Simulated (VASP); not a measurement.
Here is a VASP 6.6.1 calculation.

Contents of INCAR:

```
SYSTEM = TaN
PREC     = Accurate       ! precision mode
ENCUT    = 600            ! plane-wave cutoff, eV
EDIFF    = 1E-6           ! SCF threshold, eV
ISMEAR   = 0              ! smearing method
SIGMA    = 0.1            ! smearing width, eV
LREAL    = .False.        ! projectors in reciprocal space
LASPH    = .True.         ! aspherical terms in the spheres
NELM     = 80             ! most SCF steps
ALGO     = Normal         ! electronic algorithm
ISIF     = 3              ! what is computed and relaxed
LWAVE    = .False.        ! write WAVECAR
LCHARG   = .False.        ! write CHGCAR
GGA      = PS             ! functional
IBRION   = 2              ! ionic algorithm
NSW      = 70             ! ionic steps
EDIFFG   = -0.008         ! ionic threshold
PSTRESS  = 10.0
```

File KPOINTS:

```
Automatic mesh
0
Gamma
  16 16 16
  0 0 0
```

File POSCAR:

```
TaN
1.0
    0.0000000000      2.1809420635      2.1809420635
    2.1809420635      0.0000000000      2.1809420635
    2.1809420635      2.1809420635      0.0000000000
Ta N
1 1
Direct
    0.5000000000      0.5000000000      0.5000000000
    0.0000000000      0.0000000000      0.0000000000
```

Potentials or basis: VASP PAW PBE potentials, release 64 (Ta_pv, N).

The run is started by

```console
$ cat potpaw_PBE.64/Ta_pv/POTCAR potpaw_PBE.64/N/POTCAR > POTCAR
$ mpirun -np 1 vasp_std > vasp.out
```

(1) Estimate the space group after relaxing (to 0.05 Å).

(2) What does it give for the band gap on the k mesh?

Answers

(1) Fm-3m (No. 225).

(2) zero (band 8 reaches 11.51 eV, above the bottom of band 9 at 7.38 eV).

Caveat: the cell is relaxed towards a set pressure, so the enthalpy falls and the energy may rise; spin-orbit coupling is left out, which moves the levels of the heavy elements.
